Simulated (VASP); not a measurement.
Wanted: the native input for a VASP 6.6.1 run.

```
Task                   : single point
Functional             : r2SCAN
Potentials or basis    : VASP PAW PBE potentials, release 64 (Zr_sv, S)
Cutoff                 : 520 eV
k mesh                 : 20 × 20 × 20
Occupations            : gaussian, width 0.15 eV
Spin                   : no spin polarisation
Dipole correction      : no
Further INCAR settings : ALGO = Normal; EDIFF = 1e-06; NBANDS = 16
```

Crystal: ZrS.

```
CELL_PARAMETERS angstrom
0.00000 2.69084 2.69084
2.69084 0.00000 2.69084
2.69084 2.69084 0.00000
ATOMIC_POSITIONS crystal
Zr 0.00000 0.00000 0.00000
S 0.50000 0.50000 0.50000
```

This cell differs from its parent crystal: strain +0.030 along x and y, +0.030 along z.

The input as run:

POSCAR

```
ZrS
1.0
    0.0000000000      2.6908384368      2.6908384368
    2.6908384368      0.0000000000      2.6908384368
    2.6908384368      2.6908384368      0.0000000000
Zr S
1 1
Direct
    0.0000000000      0.0000000000      0.0000000000
    0.5000000000      0.5000000000      0.5000000000
```

INCAR.step1

```
PREC     = Accurate       # precision mode
ENCUT    = 520            # plane-wave cutoff, eV
ISMEAR   = 0              # smearing method
SIGMA    = 0.15           # smearing width, eV
LREAL    = F              # projectors in reciprocal space
LASPH    = T              # aspherical terms in the spheres
NELM     = 60             # most SCF steps
NBANDS   = 16             # bands
GGA      = PE             # functional
ALGO     = Normal         # electronic algorithm
EDIFF    = 1E-4           # SCF threshold, eV
LWAVE    = T              # write WAVECAR
LCHARG   = F              # write CHGCAR
```

INCAR.step2

```
PREC     = Accurate       # precision mode
ENCUT    = 520            # plane-wave cutoff, eV
EDIFF    = 1E-6           # SCF threshold, eV
ISMEAR   = 0              # smearing method
SIGMA    = 0.15           # smearing width, eV
LREAL    = F              # projectors in reciprocal space
LASPH    = T              # aspherical terms in the spheres
NELM     = 60             # most SCF steps
ALGO     = Normal         # electronic algorithm
ISIF     = 2              # what is computed and relaxed
LWAVE    = F              # write WAVECAR
LCHARG   = F              # write CHGCAR
METAGGA  = R2SCAN         # meta-GGA
LMIXTAU  = T            
NBANDS   = 16             # bands
ISTART   = 1
```

KPOINTS

```
regular mesh
0
Gamma
  20 20 20
```

Potentials or basis: VASP PAW PBE potentials, release 64 (Zr_sv, S).

Launch:

```console
$ cat potpaw_PBE.64/Zr_sv/POTCAR potpaw_PBE.64/S/POTCAR > POTCAR
$ cp INCAR.step1 INCAR
$ mpirun -np 1 vasp_std > vasp.out
$ cp INCAR.step2 INCAR
$ mpirun -np 1 vasp_std > vasp.out
```

Results of the run:

The pressure is -10.2 GPa. The band gap on the k mesh is zero (bands 9 and 10 overlap by 2.57 eV).

Caveat: the cell differs from its parent crystal (strain +0.030 along x and y, +0.030 along z); the cell stands under tension; the PAW data sets were made with another functional, which shifts forces and pressure a little.

It took 14 min on 1 thread of Intel Xeon 8259CL (shared host), peak memory 0.29 GiB.
